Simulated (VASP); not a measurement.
A run of VASP 6.6.1 is set up as follows.

The input POSCAR:

```
Re
1.0
    4.1737246457      0.0000000000      0.0000000000
   -2.0868623229      3.6145515716      0.0000000000
    0.0000000000      0.0000000000      2.6131326406
Re
3
Direct
    1.0000000000      1.0000000000      0.0000000000
    0.3333333333      0.6666666667      0.5000000000
    0.6666666667      0.3333333333      0.5000000000
```

File INCAR.step1:

```
PREC     = Accurate       # precision mode
ENCUT    = 520            # plane-wave cutoff, eV
ISMEAR   = -1             # smearing method
SIGMA    = 0.1            # smearing width, eV
LREAL    = False          # projectors in reciprocal space
LASPH    = True           # aspherical terms in the spheres
NELM     = 60             # most SCF steps
NBANDS   = 18             # bands
GGA      = PE             # functional
ALGO     = Normal         # electronic algorithm
EDIFF    = 1E-4           # SCF threshold, eV
LWAVE    = True           # write WAVECAR
LCHARG   = False          # write CHGCAR
```

The input INCAR.step2:

```
PREC     = Accurate       # precision mode
ENCUT    = 520            # plane-wave cutoff, eV
EDIFF    = 1E-6           # SCF threshold, eV
ISMEAR   = -1             # smearing method
SIGMA    = 0.1            # smearing width, eV
LREAL    = False          # projectors in reciprocal space
LASPH    = True           # aspherical terms in the spheres
NELM     = 60             # most SCF steps
ALGO     = Normal         # electronic algorithm
ISIF     = 2              # what is computed and relaxed
LWAVE    = False          # write WAVECAR
LCHARG   = True           # write CHGCAR
METAGGA  = R2SCAN         # meta-GGA
LMIXTAU  = True         
LELF     = True           # ELF
LVHAR    = True         
NBANDS   = 18             # bands
ISTART   = 1
```

File KPOINTS:

```
Automatic mesh
0
Gamma
  10 10 13
```

Potentials or basis: VASP PAW PBE potentials, release 64 (Re).

The run is started by

```bash
$ cat potpaw_PBE.64/Re/POTCAR > POTCAR
$ cp INCAR.step1 INCAR
$ mpirun -np 1 vasp_std > vasp.out
$ cp INCAR.step2 INCAR
$ mpirun -np 1 vasp_std > vasp.out
```

Problem. What does it give for the pressure?

Solution. 63.1 GPa.

Stress tensor (GPa, compression positive):
```
64.84  0.00  0.00
 0.00 64.84  0.00
 0.00  0.00 59.54
```

Caveat: the PAW data sets were made with another functional, which shifts forces and pressure a little.
